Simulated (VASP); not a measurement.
# MgH2 (Fm-3m) in VASP: a series of runs

The runs below take MgH2 through single point, with LDA.

Program: VASP 6.6.1. These are calculated values, not measurements. Logs are shortened: lines on timing, memory, paths and dates and some standing lists are left out, and cuts for length are marked.

**1. The cell of the first run**

It takes space group Fm-3m (No. 225, cubic). The conventional cell has a = 4.353 Å, b = 4.353 Å, c = 4.353 Å, α = 90.00°, β = 90.00°, γ = 90.00°. Within 2.5 Å of Mg (site symmetry m-3m) lie 8 H at 1.88 Å. H (site symmetry -43m) has 4 Mg at 1.88 Å and 6 H at 2.18 Å within 2.5 Å.

**2. Single point, LDA**

INCAR reads:

```
PREC     = Accurate       # precision mode
ENCUT    = 600            # plane-wave cutoff, eV
EDIFF    = 1E-6           # SCF threshold, eV
ISMEAR   = -1             # smearing method
SIGMA    = 0.01           # smearing width, eV
LREAL    = F              # projectors in reciprocal space
LASPH    = T              # aspherical terms in the spheres
NELM     = 120            # most SCF steps
ALGO     = Normal         # electronic algorithm
ISIF     = 2              # what is computed and relaxed
LWAVE    = F              # write WAVECAR
LCHARG   = F              # write CHGCAR
GGA      = CA             # functional
NBANDS   = 9              # bands
GGA_COMPAT= F
```

KPOINTS reads:

```
regular mesh
0
Gamma
  8 8 8
```

POSCAR reads:

```
MgH2
1.0
    0.0000000000      2.1763456212      2.1763456212
    2.1763456212      0.0000000000      2.1763456212
    2.1763456212      2.1763456212      0.0000000000
Mg H
1 2
Direct
    0.0000000000      0.0000000000      0.0000000000
    0.2500000000      0.2500000000      0.2500000000
    0.7500000000      0.7500000000      0.7500000000
```

Potentials or basis: VASP PAW LDA potentials, release 64 (Mg, H).

On the command line:

```bash
> cat potpaw_LDA.64/Mg/POTCAR potpaw_LDA.64/H/POTCAR > POTCAR
> mpirun -np 1 vasp_std > vasp.out
```

OUTCAR:

```text
PREC = Accurate
   ENCUT = 600
   EDIFF = 1E-6
   ISMEAR = -1
   LREAL = F
   LASPH = T
   NELM = 120
   ISIF = 2
   GGA = CA

 ion  position               nearest neighbor table
   1  0.000  0.000  0.000-   2 1.88   3 1.88   3 1.88   3 1.88   3 1.88   2 1.88   2 1.88   2 1.88

   2  0.250  0.250  0.250-   1 1.88   1 1.88   1 1.88   1 1.88
   3  0.750  0.750  0.750-   1 1.88   1 1.88   1 1.88   1 1.88

  LATTYP: Found a face centered cubic cell.
 ALAT       =     4.3526912424

  Lattice vectors:

 A1 = (   0.0000000000,   2.1763456212,   2.1763456212)
 A2 = (   2.1763456212,   0.0000000000,   2.1763456212)
 A3 = (   2.1763456212,   2.1763456212,   0.0000000000)

Analysis of symmetry for initial positions (statically):
=====================================================================
 Subroutine PRICEL returns:
 Original cell was already a primitive cell.

 Routine SETGRP: Setting up the symmetry group for a
 face centered cubic supercell.

 Subroutine GETGRP returns: Found 48 space group operations
 (whereof 48 operations were pure point group operations)
 out of a pool of 48 trial point group operations.

The static configuration has the point symmetry O_h .

Analysis of symmetry for dynamics (positions and initial velocities):
=====================================================================
 Subroutine PRICEL returns:
 Original cell was already a primitive cell.

 Routine SETGRP: Setting up the symmetry group for a
 face centered cubic supercell.

 Subroutine GETGRP returns: Found 48 space group operations
 (whereof 48 operations were pure point group operations)
 out of a pool of 48 trial point group operations.

The dynamic configuration has the point symmetry O_h .

 Subroutine INISYM returns: Found 48 space group operations
 (whereof 48 operations are pure point group operations),
 and found     1 'primitive' translations

----------------------------------------------------------------------------------------

                                     Primitive cell

  volume of cell :      20.6164

  direct lattice vectors                    reciprocal lattice vectors
     0.000000000  2.176345621  2.176345621    -0.229742921  0.229742921  0.229742921
     2.176345621  0.000000000  2.176345621     0.229742921 -0.229742921  0.229742921
     2.176345621  2.176345621  0.000000000     0.229742921  0.229742921 -0.229742921

  length of vectors
     3.077817494  3.077817494  3.077817494     0.397926412  0.397926412  0.397926412

  position of ions in fractional coordinates (direct lattice)
     0.000000000  0.000000000  0.000000000
     0.250000000  0.250000000  0.250000000
     0.750000000  0.750000000  0.750000000

  ion indices of the primitive-cell ions
   primitive index   ion index
                 1           1
                 2           2
                 3           3

----------------------------------------------------------------------------------------

 KPOINTS: regular mesh

Automatic generation of k-mesh.
 Grid dimensions read from file:
 generate k-points for:    8    8    8

 Generating k-lattice:

  Cartesian coordinates                     Fractional coordinates (reciprocal lattice)
    -0.028717865  0.028717865  0.028717865     0.125000000  0.000000000  0.000000000
     0.028717865 -0.028717865  0.028717865     0.000000000  0.125000000  0.000000000
     0.028717865  0.028717865 -0.028717865     0.000000000  0.000000000  0.125000000

  Length of vectors
     0.049740801  0.049740801  0.049740801

  Shift w.r.t. Gamma in fractional coordinates (k-lattice)
     0.000000000  0.000000000  0.000000000

 Subroutine IBZKPT returns following result:
 ===========================================

 Found     29 irreducible k-points:

 Following reciprocal coordinates:
            Coordinates               Weight
  0.000000  0.000000  0.000000      1.000000
  0.125000  0.000000  0.000000      8.000000
  0.250000  0.000000  0.000000      8.000000
  0.375000  0.000000  0.000000      8.000000
  0.500000  0.000000  0.000000      4.000000
  0.125000  0.125000  0.000000      6.000000
[... 16 lines left out ...]
  0.500000  0.250000  0.125000     48.000000
 -0.375000  0.250000  0.125000     24.000000
 [... further k-points ...]
   k-points           NKPTS =     29   k-points in BZ     NKDIM =     29   number of bands    NBANDS=      9
   number of dos      NEDOS =    301   number of ions     NIONS =      3
   total plane-waves  NPLWV =  21952
   dimension x,y,z NGX =    28 NGY =   28 NGZ =   28
   dimension x,y,z NGXF=    56 NGYF=   56 NGZF=   56
   ions per type =               1   2
   NGX,Y,Z   is equivalent  to a cutoff of  15.12, 15.12, 15.12 a.u.
   NGXF,Y,Z  is equivalent  to a cutoff of  30.25, 30.25, 30.25 a.u.
 SYSTEM =  unknown system
   PREC   = accura    normal or accurate (medium, high low for compatibility)
   ISTART =      0    job   : 0-new  1-cont  2-samecut
   ICHARG =      2    charge: 1-file 2-atom 10-const
   ISPIN  =      1    spin polarized calculation?
   LNONCOLLINEAR =      F non collinear calculations
   LSORBIT =      F    spin-orbit coupling
   LASPH  =      T    aspherical Exc in radial PAW
   ENCUT  =  600.0 eV  44.10 Ry    6.64 a.u.   6.15  6.15  6.15*2*pi/ulx,y,z
   NELM   =    120;   NELMIN=  2; NELMDL= -5     # of ELM steps
   EDIFF  = 0.1E-05   stopping-criterion for ELM
   LREAL  =      F    real-space projection
   EDIFFG = 0.1E-04   stopping-criterion for IOM
   NSW    =      0    number of steps for IOM
   IBRION =     -1    ionic relax: 0-MD 1-quasi-New 2-CG
   NFREE  =      0    steps in history (QN), initial steepest desc. (CG)
   ISIF   =      2    stress and relaxation
   ISYM   =      2    0-nonsym 1-usesym 2-fastsym
   POTIM  = 0.5000    time-step for ionic-motion
   TEBEG  =    0.0;   TEEND  =   0.0 temperature during run
   PSTRESS=    0.0 pullay stress
   NELECT =       4.0000    total number of electrons
   NUPDOWN=      -1.0000    fix difference up-down
   EMIN   =  10.00;   EMAX   =-10.00  energy-range for DOS
   EFERMI =   0.00;   METHOD = LEGACY
   ISMEAR =    -1;   SIGMA  =   0.01  broadening in eV -4-tet -1-fermi 0-gaus
   EFERMI_NEDOS =   21; number of points for ismear=-14 and -15
   IALGO  =     38    algorithm
   IMIX   =      4    mixing-type and parameters
     AMIX     =   0.40;   BMIX     =  1.00
     AMIX_MAG =   1.60;   BMIX_MAG =  1.00
  volume/ion in A,a.u.               =       6.87        46.38
  Fermi-wavevector in a.u.,A,eV,Ry     =   0.947742  1.790973 12.220965  0.898216
  Thomas-Fermi vector in A             =   2.075865
   LORBIT       =      0    0 simple, 1 ext, 2 COOP (PROOUT), +10 PAW based schemes
   GGA     = CA    functional components
   LHFCALC =     F    Hartree Fock is set to
   AEXX    =    0.0000 exact exchange contribution
   IVDW    =     0    specifies the selected vdW correction
   LEPSILON=     F    determine dielectric tensor
   LRPA    =     F    only Hartree local field effects (RPA)
 non-spin polarized calculation
  energy-cutoff  :      600.00
  volume of cell :       20.62
 maximum number of plane-waves:       701
 NGX is ok and might be reduce to    28
   NGX = 13   NGY = 13   NGZ = 13

 number of electron       4.0000000 magnetization

 Free energy of the ion-electron system (eV)
  ---------------------------------------------------
  ext. energy  EPLUGINS =         0.00000000
  ---------------------------------------------------
  free energy    TOTEN  =        -8.95385694 eV

  energy without entropy =       -8.95385694  energy(sigma->0) =       -8.95385694

 E-fermi :   4.4097     XC(G=0): -10.2660

 val. band max:        4.2109332526   @ k =  -0.1250   0.1250   0.0000
 cond. band min:       4.6199737598   @ k =   0.5000   0.3750   0.0000
 fundamental gap:      0.4090405073
 Fermi energy:         4.4097181797

 k-point     1 :       0.0000    0.0000    0.0000
  band No.  band energies     occupation
      1      -7.3405      2.00000
      2       6.3232      0.00000
      3      14.7678      0.00000
      4      14.7678      0.00000
      5      14.7678      0.00000
      6      18.7994      0.00000
      7      18.7994      0.00000
      8      18.7994      0.00000
      9      19.7966      0.00000

 k-point     2 :       0.1250    0.0000    0.0000
  band No.  band energies     occupation
      1      -6.9936      2.00000
      2       5.3814      0.00000
      3      13.9036      0.00000
      4      14.4878      0.00000
      5      14.4878      0.00000
      6      18.3466      0.00000
      7      19.6971      0.00000
      8      19.6971      0.00000
      9      20.3372      0.00000

 k-point     3 :       0.2500    0.0000    0.0000
  band No.  band energies     occupation
      1      -5.9700      2.00000
      2       3.1184      2.00000
      3      12.8023      0.00000
      4      14.1344      0.00000
      5      14.1344      0.00000
      6      16.5501      0.00000
      7      17.9691      0.00000
      8      17.9691      0.00000
      9      21.8842      0.00000

 k-point     4 :       0.3750    0.0000    0.0000
  band No.  band energies     occupation
      1      -4.3217      2.00000
      2       0.4302      2.00000
      3      12.3335      0.00000
      4      14.1182      0.00000
      5      14.1182      0.00000
      6      14.9212      0.00000
      7      16.2473      0.00000
      8      16.2473      0.00000
      9      24.7976      0.00000

 k-point     5 :       0.5000    0.0000    0.0000
  band No.  band energies     occupation
      1      -2.1476      2.00000
      2      -2.1311      2.00000
      3      12.3106      0.00000
      4      14.2061      0.00000
      5      14.3059      0.00000
      6      14.3059      0.00000
      7      15.4713      0.00000
      8      15.4713      0.00000
      9      27.0267      0.00000

 k-point     6 :       0.1250    0.1250    0.0000
  band No.  band energies     occupation
      1      -6.8791      2.00000
      2       5.2613      0.00000
      3      13.2698      0.00000
      4      13.2698      0.00000
      5      15.9489      0.00000
      6      16.7710      0.00000
      7      18.0381      0.00000
      8      21.1061      0.00000
      9      21.1062      0.00000
[... 169 lines left out ...]
 k-point    21 :       0.5000    0.5000    0.0000
  band No.  band energies     occupation
      1      -2.1045      2.00000
      2       1.9204      2.00000
      3       3.7326      2.00000
      4       9.8910      0.00000
      5       9.8910      0.00000
      6      14.1692      0.00000
      7      25.3633      0.00000
      8      27.9416      0.00000
      9      27.9418      0.00000

 k-point    22 :       0.3750    0.2500    0.1250
  band No.  band energies     occupation
      1      -5.0953      2.00000
      2       2.5335      2.00000
      3       9.4674      0.00000
      4      11.4525      0.00000
      5      13.3401      0.00000
      6      18.0217      0.00000
      7      18.5475      0.00000
      8      19.7719      0.00000
      9      23.6904      0.00000

 k-point    23 :       0.5000    0.2500    0.1250
  band No.  band energies     occupation
      1      -3.5222      2.00000
      2       0.6654      2.00000
      3       7.9939      0.00000
      4       9.8516      0.00000
      5      14.1530      0.00000
      6      16.4045      0.00000
      7      19.9730      0.00000
      8      21.2274      0.00000
      9      23.0305      0.00000

 k-point    24 :      -0.3750    0.2500    0.1250
  band No.  band energies     occupation
      1      -1.5290      2.00000
      2      -1.4869      2.00000
      3       7.6119      0.00000
      4       9.2319      0.00000
      5      14.9951      0.00000
      6      15.1181      0.00000
      7      21.4589      0.00000
      8      21.7159      0.00000
      9      23.0966      0.00000

 [... further k-points ...]

------------------------ aborting loop because EDIFF is reached ----------------------------------------

  FORCE on cell =-STRESS in cart. coord.  units (eV):
  Direction    XX          YY          ZZ          XY          YZ          ZX
  --------------------------------------------------------------------------------------
  -------------------------------------------------------------------------------------
  Total        2.5038404      2.5038404      2.5038404      0.0000000      0.0000000     -0.0000000
  in kB      194.5824348    194.5824348    194.5824348      0.0000000      0.0000000     -0.0000000
  external PRESSURE =     194.5824348 kB  Pullay stress =       0.0000000 kB

 VOLUME and BASIS-vectors are now :
 -----------------------------------------------------------------------------
  energy-cutoff  :      600.00
  volume of cell :       20.62
      direct lattice vectors                 reciprocal lattice vectors
     0.000000000  2.176345621  2.176345621    -0.229742921  0.229742921  0.229742921
     2.176345621  0.000000000  2.176345621     0.229742921 -0.229742921  0.229742921
     2.176345621  2.176345621  0.000000000     0.229742921  0.229742921 -0.229742921

 POSITION                                       TOTAL-FORCE (eV/Angst)
 -----------------------------------------------------------------------------------
      0.00000      0.00000      0.00000        -0.000000      0.000000     -0.000000
      1.08817      1.08817      1.08817        -0.000000     -0.000000     -0.000000
      3.26452      3.26452      3.26452         0.000000      0.000000      0.000000
 -----------------------------------------------------------------------------------
    total drift:                                0.000000      0.000000     -0.000000

  FREE ENERGIE OF THE ION-ELECTRON SYSTEM (eV)
  ---------------------------------------------------
  free  energy   TOTEN  =        -8.9538569370 eV

  energy  without entropy=       -8.9538569370  energy(sigma->0) =       -8.95385694
```

It took 5.1 s on 1 thread of Intel Xeon 6975P-C (Granite Rapids), shared host; peak memory 0.14 GiB.

What came out:

* Free energy: -8.9539 eV
* Pressure: 19.5 GPa
* Band gap on the k mesh: zero (bands 2 and 3 overlap by 2.59 eV)

Caveat: the cell stands under pressure.

(Continued in part 2 of 3.)
